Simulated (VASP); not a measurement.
# Ir (Fm-3m) in VASP: notebook

Runs on Ir. Level: r2SCAN. Tasks: relaxation of cell and atoms, single point.

Everything below comes from runs of VASP 6.6.1. Logs are shortened: lines on timing, memory, paths and dates and some standing lists are left out, and cuts for length are marked.

## 1. The cell of the first run

It takes space group Fm-3m (No. 225, cubic). The conventional cell has a = 3.849 Å, b = 3.849 Å, c = 3.849 Å, α = 90.00°, β = 90.00°, γ = 90.00°. Ir (site symmetry m-3m) has 12 Ir at 2.72 Å within 3.6 Å.

## 2. Relaxation of cell and atoms, r2SCAN

File POSCAR:

```
Ir
1.0
    0.0000000000      1.9247066641      1.9247066641
    1.9247066641      0.0000000000      1.9247066641
    1.9247066641      1.9247066641      0.0000000000
Ir
1
Direct
    0.0000000000      0.0000000000      0.0000000000
```

File INCAR.step1:

```
SYSTEM = Ir
ALGO = Normal
EDIFF = 1E-4
ENCUT = 600
GGA = PE
ISMEAR = 0
LASPH = .True.
LCHARG = .False.
LREAL = .False.
LWAVE = .True.
NELM = 80
PREC = Accurate
SIGMA = 0.1
```

File INCAR.step2:

```
SYSTEM = Ir
ALGO = Normal
EDIFF = 1E-7
EDIFFG = -0.01
ENCUT = 600
IBRION = 2
ISIF = 3
ISMEAR = 0
ISTART = 1
LASPH = .True.
LCHARG = .False.
LMIXTAU = .True.
LREAL = .False.
LWAVE = .False.
METAGGA = R2SCAN
NELM = 80
NSW = 80
PREC = Accurate
SIGMA = 0.1
```

File KPOINTS:

```
k-points
0
Gamma
  18 18 18
  0 0 0
```

Potentials or basis: VASP PAW PBE potentials, release 64 (Ir).

On the command line:

```sh
> cat potpaw_PBE.64/Ir/POTCAR > POTCAR
> cp INCAR.step1 INCAR
> mpirun -np 1 vasp_std > vasp.out
> cp INCAR.step2 INCAR
> mpirun -np 1 vasp_std > vasp.out
```

OUTCAR:

```text
SYSTEM = Ir
   EDIFF = 1E-7
   EDIFFG = -0.01
   ENCUT = 600
   IBRION = 2
   ISIF = 3
   ISMEAR = 0
   ISTART = 1
   LASPH = .True.
   LREAL = .False.
   METAGGA = R2SCAN
   NELM = 80
   NSW = 80
   PREC = Accurate

 ion  position               nearest neighbor table
   1  0.000  0.000  0.000-

  LATTYP: Found a face centered cubic cell.
 ALAT       =     3.8494133282

  Lattice vectors:

 A1 = (   0.0000000000,   1.9247066641,   1.9247066641)
 A2 = (   1.9247066641,   0.0000000000,   1.9247066641)
 A3 = (   1.9247066641,   1.9247066641,   0.0000000000)

Analysis of symmetry for initial positions (statically):
=====================================================================
 Subroutine PRICEL returns:
 Original cell was already a primitive cell.

 Routine SETGRP: Setting up the symmetry group for a
 face centered cubic supercell.

 Subroutine GETGRP returns: Found 48 space group operations
 (whereof 48 operations were pure point group operations)
 out of a pool of 48 trial point group operations.

The static configuration has the point symmetry O_h .

Analysis of symmetry for dynamics (positions and initial velocities):
=====================================================================
 Subroutine PRICEL returns:
 Original cell was already a primitive cell.

 Routine SETGRP: Setting up the symmetry group for a
 face centered cubic supercell.

 Subroutine GETGRP returns: Found 48 space group operations
 (whereof 48 operations were pure point group operations)
 out of a pool of 48 trial point group operations.

The dynamic configuration has the point symmetry O_h .

 Subroutine INISYM returns: Found 48 space group operations
 (whereof 48 operations are pure point group operations),
 and found     1 'primitive' translations

----------------------------------------------------------------------------------------

                                     Primitive cell

  volume of cell :      14.2601

  direct lattice vectors                    reciprocal lattice vectors
     0.000000000  1.924706664  1.924706664    -0.259779846  0.259779846  0.259779846
     1.924706664  0.000000000  1.924706664     0.259779846 -0.259779846  0.259779846
     1.924706664  1.924706664  0.000000000     0.259779846  0.259779846 -0.259779846

  length of vectors
     2.721946268  2.721946268  2.721946268     0.449951891  0.449951891  0.449951891

  position of ions in fractional coordinates (direct lattice)
     0.000000000  0.000000000  0.000000000

  ion indices of the primitive-cell ions
   primitive index   ion index
                 1           1

----------------------------------------------------------------------------------------

 KPOINTS: k-points

Automatic generation of k-mesh.
 Grid dimensions read from file:
 generate k-points for:   18   18   18

 Generating k-lattice:

  Cartesian coordinates                     Fractional coordinates (reciprocal lattice)
    -0.014432214  0.014432214  0.014432214     0.055555556  0.000000000  0.000000000
     0.014432214 -0.014432214  0.014432214     0.000000000  0.055555556  0.000000000
     0.014432214  0.014432214 -0.014432214     0.000000000  0.000000000  0.055555556

  Length of vectors
     0.024997327  0.024997327  0.024997327

  Shift w.r.t. Gamma in fractional coordinates (k-lattice)
     0.000000000  0.000000000  0.000000000

 Subroutine IBZKPT returns following result:
 ===========================================

 Found    195 irreducible k-points:

 Following reciprocal coordinates:
            Coordinates               Weight
  0.000000  0.000000  0.000000      1.000000
  0.055556  0.000000  0.000000      8.000000
  0.111111  0.000000  0.000000      8.000000
  0.166667  0.000000  0.000000      8.000000
  0.222222  0.000000  0.000000      8.000000
  0.277778  0.000000  0.000000      8.000000
[... 16 lines left out ...]
 -0.277778  0.055556  0.000000     24.000000
 -0.222222  0.055556  0.000000     24.000000
 [... further k-points ...]
   k-points           NKPTS =    195   k-points in BZ     NKDIM =    195   number of bands    NBANDS=      8
   number of dos      NEDOS =    301   number of ions     NIONS =      1
   total plane-waves  NPLWV =  13824
   dimension x,y,z NGX =    24 NGY =   24 NGZ =   24
   dimension x,y,z NGXF=    48 NGYF=   48 NGZF=   48
   ions per type =               1
   NGX,Y,Z   is equivalent  to a cutoff of  14.66, 14.66, 14.66 a.u.
   NGXF,Y,Z  is equivalent  to a cutoff of  29.32, 29.32, 29.32 a.u.
 SYSTEM =  Ir
   PREC   = accura    normal or accurate (medium, high low for compatibility)
   ISTART =      1    job   : 0-new  1-cont  2-samecut
   ICHARG =      0    charge: 1-file 2-atom 10-const
   ISPIN  =      1    spin polarized calculation?
   LNONCOLLINEAR =      F non collinear calculations
   LSORBIT =      F    spin-orbit coupling
   LASPH  =      T    aspherical Exc in radial PAW
   ENCUT  =  600.0 eV  44.10 Ry    6.64 a.u.   5.44  5.44  5.44*2*pi/ulx,y,z
   NELM   =     80;   NELMIN=  2; NELMDL=  0     # of ELM steps
   EDIFF  = 0.1E-06   stopping-criterion for ELM
   LREAL  =      F    real-space projection
   EDIFFG = -.1E-01   stopping-criterion for IOM
   NSW    =     80    number of steps for IOM
   IBRION =      2    ionic relax: 0-MD 1-quasi-New 2-CG
   NFREE  =      1    steps in history (QN), initial steepest desc. (CG)
   ISIF   =      3    stress and relaxation
   ISYM   =      2    0-nonsym 1-usesym 2-fastsym
   POTIM  = 0.5000    time-step for ionic-motion
   TEBEG  =    0.0;   TEEND  =   0.0 temperature during run
   PSTRESS=    0.0 pullay stress
   NELECT =       9.0000    total number of electrons
   NUPDOWN=      -1.0000    fix difference up-down
   EMIN   =  10.00;   EMAX   =-10.00  energy-range for DOS
   EFERMI =   0.00;   METHOD = LEGACY
   ISMEAR =     0;   SIGMA  =   0.10  broadening in eV -4-tet -1-fermi 0-gaus
   EFERMI_NEDOS =   21; number of points for ismear=-14 and -15
   IALGO  =     38    algorithm
   IMIX   =      4    mixing-type and parameters
     AMIX     =   0.40;   BMIX     =  1.00
     AMIX_MAG =   1.60;   BMIX_MAG =  1.00
  volume/ion in A,a.u.               =      14.26        96.23
  Fermi-wavevector in a.u.,A,eV,Ry     =   1.404261  2.653668 26.829988  1.971949
  Thomas-Fermi vector in A             =   2.526840
   LORBIT       =      0    0 simple, 1 ext, 2 COOP (PROOUT), +10 PAW based schemes
   METAGGA = R2SCAN    functional components
   LHFCALC =     F    Hartree Fock is set to
   AEXX    =    0.0000 exact exchange contribution
   IVDW    =     0    specifies the selected vdW correction
   LEPSILON=     F    determine dielectric tensor
   LRPA    =     F    only Hartree local field effects (RPA)
 conjugate gradient relaxation of ions
 non-spin polarized calculation
 Gauss-broadening in eV      SIGMA  =   0.10
  energy-cutoff  :      600.00
  volume of cell :       14.26
 maximum number of plane-waves:       531
 NGX is ok and might be reduce to    24

--------------------------------------- Ionic step        1  -------------------------------------------

 number of electron       9.0000000 magnetization

 Free energy of the ion-electron system (eV)
  ---------------------------------------------------
  ext. energy  EPLUGINS =         0.00000000
  ---------------------------------------------------
  free energy    TOTEN  =       -52.37019154 eV

  energy without entropy =      -52.36517326  energy(sigma->0) =      -52.36768240

------------------------ aborting loop because EDIFF is reached ----------------------------------------

  FORCE on cell =-STRESS in cart. coord.  units (eV):
  Direction    XX          YY          ZZ          XY          YZ          ZX
  --------------------------------------------------------------------------------------
  -------------------------------------------------------------------------------------
  Total        0.0843906      0.0843906      0.0843906      0.0000000     -0.0000000      0.0000000
  in kB        9.4815888      9.4815888      9.4815888      0.0000000     -0.0000000      0.0000000
  external PRESSURE =       9.4815888 kB  Pullay stress =       0.0000000 kB
[... 20 lines left out ...]
  energy  without entropy=      -52.3651732649  energy(sigma->0) =      -52.36768240

--------------------------------------- Ionic step        2  -------------------------------------------

 number of electron       9.0000000 magnetization

 E-fermi :   9.8717     XC(G=0): -15.1887

 val. band max:        9.8595936884   @ k =   0.3333   0.1111   0.0556
 cond. band min:       9.8758629979   @ k =   0.5000   0.2222   0.1111
 fundamental gap:      0.0162693096
 Fermi energy:         9.8716857914

 k-point     1 :       0.0000    0.0000    0.0000
  band No.  band energies     occupation
      1      -1.4773      2.00000
      2       5.9518      2.00000
      3       5.9518      2.00000
      4       5.9518      2.00000
      5       8.5745      2.00000
      6       8.5745      2.00000
      7      24.9722      0.00000
      8      30.7123      0.00000
[... 285 lines left out ...]
  energy  without entropy=      -52.3635477536  energy(sigma->0) =      -52.36612470

--------------------------------------- Ionic step        3  -------------------------------------------

 number of electron       9.0000000 magnetization

 Free energy of the ion-electron system (eV)
  ---------------------------------------------------
  ext. energy  EPLUGINS =         0.00000000
  ---------------------------------------------------
  free energy    TOTEN  =       -52.37029143 eV

  energy without entropy =      -52.36524621  energy(sigma->0) =      -52.36776882

 E-fermi :  10.0407     XC(G=0): -15.2561

 val. band max:       10.0291717140   @ k =   0.3333   0.1111   0.0556
 cond. band min:      10.0439277987   @ k =   0.5000   0.2222   0.1111
 fundamental gap:      0.0147560846
 Fermi energy:        10.0407386747

 k-point     1 :       0.0000    0.0000    0.0000
  band No.  band energies     occupation
      1      -1.4175      2.00000
      2       6.0603      2.00000
      3       6.0603      2.00000
      4       6.0603      2.00000
      5       8.7257      2.00000
      6       8.7257      2.00000
      7      25.1198      0.00000
      8      30.9202      0.00000
[... 281 lines left out ...]
  FREE ENERGIE OF THE ION-ELECTRON SYSTEM (eV)
  ---------------------------------------------------
  free  energy   TOTEN  =       -52.3702914282 eV

  energy  without entropy=      -52.3652462056  energy(sigma->0) =      -52.36776882

 reached required accuracy - stopping structural energy minimisation
```

It used 250 s of CPU time on 1 thread of AMD EPYC 7R13 Processor (Zen 3), on a shared host.

Results:

```yaml
Free_energy: -52.3703 eV
Relaxed_volume: 14.30 Å³/atom
Relaxed_cell: a = 2.724 Å, b = 2.724 Å, c = 2.724 Å, α = 60.00°, β = 60.00°, γ = 60.00°
Space_group_after_relaxing_to_0.05_Å: Fm-3m (No. 225)
Energy_gained_by_relaxing: 0.1 meV/atom
Ionic_steps: 3
Pressure_after_relaxing: 0.0 GPa
```

Final structure:
```yaml
crystal:
  lattice:
    - [0.00000, 1.92628, 1.92628]
    - [1.92628, 0.00000, 1.92628]
    - [1.92628, 1.92628, 0.00000]
  atoms:
    - { symbol: Ir, position: [0.00000, 0.00000, 0.00000] }
```

Caveat: the PAW data sets were made with another functional, which shifts forces and pressure a little; spin-orbit coupling is left out, which moves the levels of the heavy elements.

## 3. Single point, r2SCAN

This run uses another cell than the first one: it holds 8 atoms, not 1.

File POSCAR:

```
Ir
1.0
   -3.8452187474      3.8452187474      0.0000000000
   -3.8452187474      0.0000000000      3.8452187474
    0.0000000000      3.8452187474      3.8452187474
Ir
8
Direct
    0.0000000000      0.0000000000      0.0000000000
    0.5000000000      0.0000000000      0.0000000000
    0.0000000000      0.5000000000      0.0000000000
    0.0000000000      0.0000000000      0.5000000000
    0.5000000000      0.5000000000      0.0000000000
    0.5000000000      0.0000000000      0.5000000000
    0.0000000000      0.5000000000      0.5000000000
    0.5000000000      0.5000000000      0.5000000000
```

File INCAR.step1:

```
SYSTEM = Ir
ALGO = Normal
EDIFF = 1E-4
ENCUT = 520
GGA = PE
ISMEAR = 0
LASPH = .True.
LCHARG = .False.
LREAL = .False.
LWAVE = .True.
NBANDS = 46
NELM = 100
PREC = Accurate
SIGMA = 0.1
```

File INCAR.step2:

```
SYSTEM = Ir
ALGO = Normal
EDIFF = 1E-6
ENCUT = 520
ISIF = 2
ISMEAR = 0
ISTART = 1
LASPH = .True.
LCHARG = .False.
LMIXTAU = .True.
LREAL = .False.
LWAVE = .False.
METAGGA = R2SCAN
NBANDS = 46
NELM = 100
PREC = Accurate
SIGMA = 0.1
```

File KPOINTS:

```
k-points
0
Gamma
  8 8 8
  0 0 0
```

Potentials or basis: VASP PAW PBE potentials, release 64 (Ir).

On the command line:

```sh
> cat potpaw_PBE.64/Ir/POTCAR > POTCAR
> cp INCAR.step1 INCAR
> mpirun -np 1 vasp_std > vasp.out
> cp INCAR.step2 INCAR
> mpirun -np 1 vasp_std > vasp.out
```

It used 460 s of CPU time on 1 thread of AMD EPYC 7R13 Processor (Zen 3), on a shared host.

The run converged. Its results:

- Free energy: -418.8789 eV
- Pressure: 2.5 GPa
- Band gap on the k mesh: zero (band 36 reaches 11.03 eV, above the bottom of band 37 at 8.74 eV)

Levels at points of the mesh, in eV from the Fermi level:
| k point | band 34 | band 35 | band 36 | band 37 | band 38 | band 39 |
| --- | --- | --- | --- | --- | --- | --- |
| (0.00, 0.00, 0.00) | 0.93 | 0.93 | 0.93 | 0.93 | 0.93 | 0.93 |
| (0.50, 0.00, 0.00) | -1.06 | -1.06 | -1.06 | 1.11 | 1.11 | 1.11 |
| (0.50, 0.50, 0.00) | -1.87 | -1.36 | -1.36 | -1.36 | -1.36 | -0.29 |

Caveat: the PAW data sets were made with another functional, which shifts forces and pressure a little; spin-orbit coupling is left out, which moves the levels of the heavy elements.
